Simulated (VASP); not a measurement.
# FeO (Pm-3m) in VASP: a series of runs, part 2 of 2

VASP 6.6.1. Earlier steps stand in the parts before.

### Step 4. Single point, PBE, collinear spin, ferromagnetic start

This run uses another cell than the first one, of 9.45 Å³/atom.

Input file INCAR:

```
SYSTEM = FeO
PREC = Accurate
ENCUT = 1340
EDIFF = 1E-6
ISMEAR = -1
SIGMA = 0.05
LREAL = .FALSE.
LASPH = .TRUE.
NELM = 200
ALGO = Normal
ISIF = 2
LWAVE = .FALSE.
LCHARG = .FALSE.
ISPIN = 2
MAGMOM = 3 0
LORBIT = 11
LMAXMIX = 4
GGA = PE
NBANDS = 22
GGA_COMPAT = .FALSE.
```

Input file KPOINTS:

```
regular mesh
0
G
  10 10 10
  0 0 0
```

Input file POSCAR:

```
FeO
1.0
    2.6637075329      0.0000000000      0.0000000000
    0.0000000000      2.6637075329      0.0000000000
    0.0000000000      0.0000000000      2.6637075329
Fe O
1 1
Direct
    0.0000000000      0.0000000000      0.0000000000
    0.5000000000      0.5000000000      0.5000000000
```

Potentials or basis: VASP PAW PBE potentials, release 64 (Fe_sv, O_h).

The run is started by

```console
$ cat potpaw_PBE.64/Fe_sv/POTCAR potpaw_PBE.64/O_h/POTCAR > POTCAR
$ mpirun -np 1 vasp_std > vasp.out
```

OUTCAR:

```text
SYSTEM = FeO
   PREC = Accurate
   ENCUT = 1340
   EDIFF = 1E-6
   ISMEAR = -1
   LREAL = .FALSE.
   LASPH = .TRUE.
   NELM = 200
   ISIF = 2
   ISPIN = 2
   LORBIT = 11
   GGA = PE

 ion  position               nearest neighbor table
   1  0.000  0.000  0.000-
   2  0.500  0.500  0.500-

  LATTYP: Found a simple cubic cell.
 ALAT       =     2.6637075329

  Lattice vectors:

 A1 = (   2.6637075329,   0.0000000000,   0.0000000000)
 A2 = (   0.0000000000,   2.6637075329,   0.0000000000)
 A3 = (   0.0000000000,   0.0000000000,   2.6637075329)

Analysis of symmetry for initial positions (statically):
=====================================================================
 Subroutine PRICEL returns:
 Original cell was already a primitive cell.

 Routine SETGRP: Setting up the symmetry group for a
 simple cubic supercell.

 Subroutine GETGRP returns: Found 48 space group operations
 (whereof 48 operations were pure point group operations)
 out of a pool of 48 trial point group operations.

The static configuration has the point symmetry O_h .

Analysis of symmetry for dynamics (positions and initial velocities):
=====================================================================
 Subroutine PRICEL returns:
 Original cell was already a primitive cell.

 Routine SETGRP: Setting up the symmetry group for a
 simple cubic supercell.

 Subroutine GETGRP returns: Found 48 space group operations
 (whereof 48 operations were pure point group operations)
 out of a pool of 48 trial point group operations.

The dynamic configuration has the point symmetry O_h .

Analysis of structural, dynamic, and magnetic symmetry:
=====================================================================
 Subroutine PRICEL returns:
 Original cell was already a primitive cell.

 Routine SETGRP: Setting up the symmetry group for a
 simple cubic supercell.

 Subroutine GETGRP returns: Found 48 space group operations
[... 135 lines left out ...]
  energy-cutoff  :     1340.00
  volume of cell :       18.90
 maximum number of plane-waves:      2176
 NGX is ok and might be reduce to    32
   NGX = 15   NGY = 15   NGZ = 15

 number of electron      22.0000006 magnetization       3.9996791

 Free energy of the ion-electron system (eV)
  ---------------------------------------------------
  ext. energy  EPLUGINS =         0.00000000
  ---------------------------------------------------
  free energy    TOTEN  =       -14.48730133 eV

  energy without entropy =      -14.48547938  energy(sigma->0) =      -14.48639035

 E-fermi :  10.2189     XC(G=0): -12.9946

 val. band max:       10.2063698776   @ k =   0.2000   0.2000   0.0000
 cond. band min:      10.3079875036   @ k =   0.5000   0.3000   0.3000
 fundamental gap:      0.1016176259
 Fermi energy:        10.2188765610

 spin component 1

 k-point     1 :       0.0000    0.0000    0.0000
  band No.  band energies     occupation
      1     -79.3605      1.00000
      2     -45.3435      1.00000
      3     -45.3435      1.00000
      4     -45.3435      1.00000
      5      -9.8476      1.00000
      6       5.7679      1.00000
[... 589 lines left out ...]
     21      35.8851      0.00000
     22      38.7306      0.00000

 [... further k-points ...]

 spin component 2

 k-point     1 :       0.0000    0.0000    0.0000
  band No.  band energies     occupation
      1     -75.2444      1.00000
      2     -41.3139      1.00000
      3     -41.3139      1.00000
      4     -41.3139      1.00000
      5      -9.2497      1.00000
      6       8.1008      1.00000
[... 589 lines left out ...]
     21      36.7132      0.00000
     22      39.5509      0.00000

 [... further k-points ...]
[... 5 lines left out ...]
  --------------------------------------------------------------------------------------
  -------------------------------------------------------------------------------------
  Total       -0.4255296     -0.4255296     -0.4255296      0.0000000      0.0000000     -0.0000000
  in kB      -36.0728716    -36.0728716    -36.0728716      0.0000000      0.0000000     -0.0000000
  external PRESSURE =     -36.0728716 kB  Pullay stress =       0.0000000 kB

 VOLUME and BASIS-vectors are now :
 -----------------------------------------------------------------------------
  energy-cutoff  :     1340.00
  volume of cell :       18.90
      direct lattice vectors                 reciprocal lattice vectors
     2.663707533  0.000000000  0.000000000     0.375416590  0.000000000  0.000000000
     0.000000000  2.663707533  0.000000000     0.000000000  0.375416590  0.000000000
     0.000000000  0.000000000  2.663707533     0.000000000  0.000000000  0.375416590

 POSITION                                       TOTAL-FORCE (eV/Angst)
 -----------------------------------------------------------------------------------
      0.00000      0.00000      0.00000         0.000000      0.000000      0.000000
      1.33185      1.33185      1.33185         0.000000      0.000000      0.000000
 -----------------------------------------------------------------------------------
    total drift:                                0.000000      0.000000     -0.000000

  FREE ENERGIE OF THE ION-ELECTRON SYSTEM (eV)
  ---------------------------------------------------
  free  energy   TOTEN  =       -14.4873013275 eV

  energy  without entropy=      -14.4854793802  energy(sigma->0) =      -14.48639035

 total charge

# of ion       s       p       d       tot
------------------------------------------
    1        2.105   5.996   5.517  13.618
    2        1.054   2.274   0.000   3.328
--------------------------------------------------
tot          3.159   8.270   5.517  16.946

 magnetization (x)

# of ion       s       p       d       tot
------------------------------------------
    1        0.008   0.010   3.400   3.417
    2        0.026   0.249   0.000   0.275
--------------------------------------------------
tot          0.033   0.259   3.400   3.692
```

OSZICAR:

```text
N       E                     dE             d eps       ncg     rms          rms(c)
DAV:   1     0.430090545518E+03    0.43009E+03   -0.20211E+04  4944   0.248E+03
DAV:   2     0.200746788054E+02   -0.41002E+03   -0.38418E+03  5072   0.637E+02
DAV:   3    -0.158781581191E+02   -0.35953E+02   -0.33596E+02  6116   0.191E+02
DAV:   4    -0.171185434339E+02   -0.12404E+01   -0.12360E+01  5462   0.364E+01
DAV:   5    -0.171463617775E+02   -0.27818E-01   -0.27816E-01  6068   0.635E+00    0.155E+01
DAV:   6    -0.152047300627E+02    0.19416E+01   -0.13581E+01  7724   0.573E+01    0.249E+01
DAV:   7    -0.145578647030E+02    0.64687E+00   -0.46531E+00  6812   0.365E+01    0.922E+00
DAV:   8    -0.145062290148E+02    0.51636E-01   -0.25111E-01  6776   0.538E+00    0.508E+00
DAV:   9    -0.145095634982E+02   -0.33345E-02   -0.89040E-02  7868   0.496E+00    0.198E+00
DAV:  10    -0.144863210106E+02    0.23242E-01   -0.48638E-02  7540   0.432E+00    0.307E-01
DAV:  11    -0.144873012169E+02   -0.98021E-03   -0.56783E-03  6394   0.777E-01    0.160E-01
DAV:  12    -0.144872826908E+02    0.18526E-04   -0.37076E-04  7278   0.325E-01    0.538E-02
DAV:  13    -0.144873002246E+02   -0.17534E-04   -0.60777E-05  5444   0.700E-02    0.252E-02
DAV:  14    -0.144873014671E+02   -0.12425E-05   -0.51419E-06  6926   0.360E-02    0.140E-02
DAV:  15    -0.144873013275E+02    0.13963E-06   -0.22252E-06  4580   0.203E-02
   1 F= -.14487301E+02 E0= -.14486390E+02  d E =-.182195E-02  mag=     3.9998
```

stdout:

```text
POSCAR found type information on POSCAR FeO
 POSCAR found :  2 types and       2 ions
 scaLAPACK will be used
 LDA part: xc-table for (Slater+PW92), standard interpolation
 POSCAR, INCAR and KPOINTS ok, starting setup
 FFT: planning ... GRIDC
 FFT: planning ... GRID_SOFT
 FFT: planning ... GRID
 WAVECAR not read
 entering main loop
```

Run time: 60 s. Hardware: 1 thread of Intel Xeon 6975P-C (Granite Rapids), shared host; peak memory 0.3 GiB.

What came out:

```
Free energy                                           : -14.4873 eV
Pressure                                              : -3.6 GPa
Band gap on the k mesh                                : zero (filled and empty bands overlap)
Net moment                                            : 4.00 μB per cell
Site moments                                          : Fe +3.42; O +0.28 μB
Valence electrons inside the program's atomic spheres : Fe 13.62; O 3.33
```

Levels at points of the mesh, in eV from the Fermi level:
Spin up:
| k point | band 10 | band 11 | band 12 | band 13 | band 14 | band 15 | band 16 | band 17 |
| --- | --- | --- | --- | --- | --- | --- | --- | --- |
| (0.00, 0.00, 0.00) | -2.78 | -2.60 | -2.60 | -2.60 | 0.26 | 14.89 | 14.89 | 19.08 |
| (0.50, 0.00, 0.00) | -2.52 | -1.64 | -0.37 | -0.37 | 5.57 | 7.64 | 15.56 | 16.92 |
| (0.50, 0.50, 0.00) | -3.20 | -3.20 | -1.91 | -1.62 | 5.54 | 10.52 | 10.52 | 15.92 |
| (0.50, 0.50, 0.50) | -1.58 | -0.36 | -0.36 | -0.36 | 6.38 | 6.38 | 6.38 | 14.32 |
Spin down:
```csv
k point,band 7,band 8,band 9,band 10,band 11,band 12
"(0.00, 0.00, 0.00)",-2.12,-2.12,-1.95,-1.95,1.25,1.56
"(0.50, 0.00, 0.00)",-2.75,-2.75,-1.46,1.25,1.67,2.46
"(0.50, 0.50, 0.00)",-5.54,-1.55,-1.23,0.36,0.74,0.74
"(0.50, 0.50, 0.50)",-5.91,-5.91,1.66,1.66,2.82,2.82
```

Caveat: the cell stands under tension; a cell with one magnetic atom can't hold antiferromagnetic order, which such compounds often take; semilocal functionals often make such compounds metallic where correlation or magnetic order opens a gap, which also shifts bond lengths. With open d or f shells a metallic result of PBE can be an artefact of self-interaction; +U or a hybrid may open a gap.

### Step 5. The runs side by side

```tsv
potentials or basis	cell	cutoff (eV)	gap on the mesh (eV)	pressure (GPa)	moment (μB)
VASP PAW PBE potentials, release 64 (Fe_sv, O_h)	a = 2.595 Å, 2 atoms	1340	none	13.6	4.00
VASP PAW PBE potentials, release 64 (Fe_sv, O)	a = 2.612 Å, 2 atoms	700	none	8.1	4.00
VASP PAW PBE potentials, release 64 (Fe_sv, O_h)	a = 2.664 Å, 2 atoms	1340	none	-3.6	4.00
```

Alike in all rows: task single point; level PBE; spin collinear, ferromagnetic start; k mesh 10 × 10 × 10; smearing fermi-dirac 0.05 eV.

Caveats: a cell with one magnetic atom can't hold antiferromagnetic order, which such compounds often take; semilocal functionals often make such compounds metallic where correlation or magnetic order opens a gap, which also shifts bond lengths; the cell stands under pressure (at least some runs); the cell stands under tension (at least some runs).

Total energies depend on the potentials used, so only differences within one code and one set of settings carry meaning.

The gap in the log of VASP goes by the Fermi energy; the results here count the filled bands.